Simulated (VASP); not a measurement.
Set up this calculation in VASP 6.6.1, as the native input.

```
Task                   : electric field gradients
Functional             : PBEsol
Potentials or basis    : VASP PAW PBE potentials, release 64 (Ga_d)
Cutoff                 : 520 eV
k mesh                 : 16 × 16 × 16
Occupations            : fermi-dirac, width 0.03 eV
Spin                   : no spin polarisation
Dipole correction      : no
Further INCAR settings : ALGO = Normal; EDIFF = 1e-08; NBANDS = 12
```

The structure of Ga lies in POSCAR:

```
Ga
1.0
   -1.4040000000      1.4040000000      2.2067100000
    1.4040000000     -1.4040000000      2.2067100000
    1.4040000000      1.4040000000     -2.2067100000
Ga
1
Direct
    0.0000000000      0.0000000000      0.0000000000
```

This cell differs from its parent crystal: zz strain of -1 %.

These files were run (other wordings do the same):

INCAR

```
SYSTEM = Ga
PREC     = Accurate       ! precision mode
ENCUT    = 520            ! plane-wave cutoff, eV
EDIFF    = 1E-8           ! SCF threshold, eV
ISMEAR   = -1             ! smearing method
SIGMA    = 0.03           ! smearing width, eV
LREAL    = .FALSE.        ! projectors in reciprocal space
LASPH    = .TRUE.         ! aspherical terms in the spheres
NELM     = 60             ! most SCF steps
ALGO     = Normal         ! electronic algorithm
ISIF     = 2              ! what is computed and relaxed
LWAVE    = .FALSE.        ! write WAVECAR
LCHARG   = .FALSE.        ! write CHGCAR
GGA      = PS             ! functional
LEFG     = .TRUE.       
NBANDS   = 12             ! bands
```

KPOINTS

```
regular mesh
0
G
  16 16 16
  0 0 0
```

Potentials or basis: VASP PAW PBE potentials, release 64 (Ga_d).

Launch:

```sh
$ cat potpaw_PBE.64/Ga_d/POTCAR > POTCAR
$ mpirun -np 1 vasp_std > vasp.out
```

It gave:

The pressure is 1.3 GPa.

Caveat: the cell differs from its parent crystal (zz strain of -1 %); without QUAD_EFG the Cq values of the log hold for a quadrupole moment of 1 mb, not for the nuclei; the PAW data sets were made with another functional, which shifts forces and pressure a little.

Wall time 120 s on 1 thread of AMD EPYC 7R13 (shared host), peak memory 0.16 GiB.
